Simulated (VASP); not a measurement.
Wanted: the native input for a VASP 6.6.1 run.

| Property | Result |
| --- | --- |
| Task | single point |
| Functional | PBE |
| Potentials or basis | VASP PAW PBE potentials, release 64 (Ni_sv_GW, Si) |
| Cutoff | 690 eV |
| k mesh | 8 × 7 × 5 |
| Occupations | fermi-dirac, width 0.05 eV |
| Spin | collinear spin, ferromagnetic start |
| Starting moments | [0.25, 0.25, 0.0, 0.0] μB |
| Fixed moment | 0.5 μB |
| Dipole correction | no |
| Further INCAR settings | ALGO = Normal; EDIFF = 1e-06; NBANDS = 34 |

The structure of SiNi lies in POSCAR:

```
SiNi
1.0
    2.9427706600      0.0000000000      0.0000000000
    0.0000000000      3.2803255400      0.0000000000
    0.0000000000      0.0000000000      4.6774467600
Ni Si
2 2
Direct
    0.5000000000      0.5000000000      0.3424955900
    0.0000000000      0.0000000000      0.6575044100
    0.5000000000      0.5000000000      0.8431431600
    0.0000000000      0.0000000000      0.1568568400
```

These files were run (other wordings do the same):

INCAR

```
ALGO = Normal ; EDIFF = 1E-6
ENCUT = 690 ; GGA = PE
GGA_COMPAT = False ; ISIF = 2
ISMEAR = -1 ; ISPIN = 2
LASPH = True ; LCHARG = False
LMAXMIX = 4 ; LORBIT = 11
LREAL = False ; LWAVE = False
MAGMOM = 0.25 0.25 0 0 ; NBANDS = 34
NELM = 200 ; NUPDOWN = 0.5
PREC = Accurate ; SIGMA = 0.05
```

KPOINTS

```
k-points
0
Gamma
  8 7 5
```

Potentials or basis: VASP PAW PBE potentials, release 64 (Ni_sv_GW, Si).

Command:

```console
$ cat potpaw_PBE.64/Ni_sv_GW/POTCAR potpaw_PBE.64/Si/POTCAR > POTCAR
$ mpirun -np 1 vasp_std > vasp.out
```

It gave:

| Property | Result |
| --- | --- |
| Pressure | 6.5 GPa |
| Largest force | 0.115 eV/Å |
| Net moment | 0.50 μB per cell |
| Site moments | Ni +0.17; Si +0.04 μB |
| Valence electrons inside the program's atomic spheres | Ni 16.50; Si 1.62 |

Caveat: the cell stands under pressure; the total moment is fixed, so each spin has its own Fermi level and the state may be an excited one.

Run time: 9.6 min on 1 thread of AMD EPYC 7R43 64-Core Processor (Zen 3) (shared host), peak memory 0.31 GiB.
